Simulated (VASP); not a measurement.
H3CCl: single point with PBE

H3CCl:

```
C Cl H
1.0
     8.71713    0.00000    0.00000
     0.00000    8.71713    0.00000
     0.00000    0.00000    8.71713
C Cl H
8 8 24
Direct
  0.30831 0.72923 0.04016
  0.69875 0.58060 0.25597
  0.59771 0.97775 0.44352
  0.97549 0.04484 0.90272
  0.56373 0.32313 0.80304
  0.31139 0.42233 0.44193
  0.22470 0.87623 0.43821
  0.79489 0.73928 0.79862
  0.19107 0.66871 0.87962
  0.75724 0.52102 0.44659
  0.76319 0.09172 0.46886
  0.88389 0.02448 0.08657
  0.48361 0.28797 0.00161
  0.18916 0.27327 0.51304
  0.05013 0.76176 0.46308
  0.59373 0.79036 0.78622
  0.24012 0.80582 0.10575
  0.30065 0.63009 0.12545
  0.43183 0.75099 0.01250
  0.77115 0.68572 0.24012
  0.73021 0.49232 0.16878
  0.57908 0.61751 0.27673
  0.63300 0.86346 0.42969
  0.49917 0.99401 0.54095
  0.55332 0.00557 0.33527
  0.00164 0.16729 0.89447
  0.08179 0.96725 0.89770
  0.88476 0.00964 0.80858
  0.55841 0.44386 0.78454
  0.67872 0.27459 0.79569
  0.47905 0.25627 0.73694
  0.36107 0.46112 0.56243
  0.39565 0.37675 0.37206
  0.25105 0.51834 0.37270
  0.27720 0.89328 0.54739
  0.30690 0.82883 0.35827
  0.18530 0.99357 0.40223
  0.86959 0.83103 0.72579
  0.83252 0.72620 0.91917
  0.80184 0.62797 0.72548
```

| Property | Result |
| --- | --- |
| Program | VASP 6.6.1 |
| Task | single point |
| Functional | PBE |
| Potentials or basis | VASP PAW PBE potentials, release 64 (C, Cl, H) |
| Cutoff | 520 eV |
| k mesh | 1 × 1 × 1 |
| Occupations | fermi-dirac, width 0.05 eV |
| Spin | no spin polarisation |
| Dipole correction | no |
| Further INCAR settings | LREAL = Auto; ALGO = Normal; EDIFF = 1e-06; NBANDS = 82 |

The pressure is -1.2 GPa, the largest force is 3.901 eV/Å and the band gap on the k mesh is 5.13 eV.

Forces on the atoms (eV/Å):
```
C   -0.016 -2.689  0.989
C    0.951  1.077  0.708
C   -1.745  1.105  2.325
C   -0.610 -0.905 -1.066
C   -1.178 -1.544  1.240
C   -1.149  2.345  2.898
C   -1.611  1.184 -0.271
C    1.009 -0.175 -2.808
Cl   0.649  0.285  0.130
Cl  -0.012 -0.425 -0.206
Cl   0.032  0.214  0.374
Cl   0.137 -0.145 -0.075
Cl   0.676  0.293 -0.875
Cl  -0.405  0.004 -0.553
Cl   1.052  0.245 -0.278
Cl   0.563  0.014  0.249
H   -0.195  1.740  0.026
H    0.521  0.357 -1.046
H   -1.108  0.267 -0.038
H   -0.507 -0.554 -0.315
H   -0.724  0.349  0.589
H    0.253 -0.514 -0.871
H    0.464 -1.719  0.554
H    2.305 -0.270 -1.844
H   -0.917  0.847 -1.474
H    0.269 -0.108 -0.230
H   -1.253  0.965 -0.015
H    1.648  0.789  1.526
H   -0.039  0.852 -0.192
H    0.021 -0.009  0.118
H    0.466  0.388 -0.259
H   -0.472  0.116 -2.480
H    1.714 -1.142 -1.155
H    0.291 -1.266  1.320
H    0.320 -0.269  1.005
H   -0.053 -0.456 -0.341
H    0.272 -0.847 -0.106
H   -1.560 -1.856  1.602
H   -0.191  0.119 -0.499
H    0.132  1.335  1.347
```

Stress tensor (GPa, compression positive):
```
-1.81 -0.59  0.53
-0.59  0.05  0.30
 0.53  0.30 -1.74
```

Levels at points of the mesh, in eV from the valence-band top:
```tsv
k point	band 53	band 54	band 55	band 56	band 57	band 58	band 59	band 60
(0.00, 0.00, 0.00)	-0.22	-0.08	-0.05	0.00	5.13	5.47	5.57	5.72
```

Wall time 110 s on 1 thread of Intel(R) Xeon(R) Platinum 8488C (Sapphire Rapids) (shared host), peak memory 0.66 GiB.

Caveat: the k points lie up to 0.72 Å⁻¹ apart.
